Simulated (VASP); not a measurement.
Runs of VASP 6.6.1 on C. The structure is that of space group I4_1/amd (No. 141), or close to it. The cells are those of the table. 

```csv
cell,gap on the mesh (eV),pressure (GPa)
"a = 2.608, b = 2.313, c = 2.600 Å, angles 63.8, 52.7, 63.4°, 2 atoms",(a),10.0
"a = 2.557, b = 2.360, c = 2.591 Å, angles 62.0, 54.6, 63.5°, 2 atoms",1.59,6.0
"a = 2.661, b = 2.387, c = 2.470 Å, angles 66.4, 55.3, 58.3°, 2 atoms",none,(c)
"a = 2.544, b = 2.544, c = 2.410 Å, angles 61.7, 61.7, 56.5°, 2 atoms",(b),(d)
"a = 2.476, b = 2.476, c = 2.541 Å, angles 59.1, 59.1, 61.7°, 2 atoms",2.87,1.5
"a = 2.681, b = 2.416, c = 2.426 Å, angles 67.3, 56.2, 56.6°, 2 atoms",none,9.4
"a = 2.635, b = 2.458, c = 2.417 Å, angles 65.4, 58.0, 56.5°, 2 atoms",0.08,5.8
"a = 2.466, b = 2.466, c = 2.563 Å, angles 58.7, 58.7, 62.6°, 2 atoms",2.21,2.1
```

Alike in all rows: task single point; level LDA; potentials or basis VASP PAW LDA potentials, release 64 (C_h); no spin polarisation; k mesh 12 × 12 × 12; cutoff (eV) 1300; smearing gaussian 0.05 eV.

Question: Estimate the missing entries.

Answer: (a) 1.34; (b) 2.90; (c) 8.1; (d) 3.0.

Caveats: the stress differs along the axes, from -156 to 95 GPa (at least some runs); the stress differs along the axes, from -113 to 76 GPa (at least some runs); the stress differs along the axes, from -82 to 112 GPa (at least some runs); the stress differs along the axes, from -70 to 39 GPa (at least some runs); the stress differs along the axes, from -14 to 33 GPa (at least some runs); the stress differs along the axes, from -51 to 120 GPa (at least some runs); the stress differs along the axes, from -58 to 96 GPa (at least some runs).

A k mesh can miss the band edges.

A gap of «none» marks levels without a gap at the run's occupations.
